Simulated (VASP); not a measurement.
Nb, 1 atom in the cell. The structure is tetragonal, space group I4/mmm (No. 139). Conventional cell: a = 3.353 Å, b = 3.353 Å, c = 3.278 Å, α = 90.00°, β = 90.00°, γ = 90.00°. Nb (site symmetry 4/mmm) has 14 Nb at 2.88 to 3.35 Å within 3.8 Å.  This cell differs from its parent crystal: z stretched by -1.5 % at fixed volume.

- Program: VASP 6.6.1
- Task: electric field gradients
- Functional: PBE
- Potentials or basis: VASP PAW PBE potentials, release 64 (Nb_sv)
- Cutoff: 520 eV
- k mesh: 15 × 15 × 15
- Occupations: fermi-dirac, width 0.03 eV
- Spin: no spin polarisation
- Dipole correction: no
- Further INCAR settings: ALGO = Normal; EDIFF = 1e-08; NBANDS = 12

Potentials or basis: VASP PAW PBE potentials, release 64 (Nb_sv).

Run with:

```console
$ cat potpaw_PBE.64/Nb_sv/POTCAR > POTCAR
$ mpirun -np 1 vasp_std > vasp.out
```

Hardware: 1 thread of Intel Xeon 8259CL, with other jobs on the host.

How long does it take, and how much memory?

It took 55 s on 1 thread of Intel Xeon 8259CL, on a shared host, peak memory 0.19 GiB. Counts: scf iterations 15, k points 288.
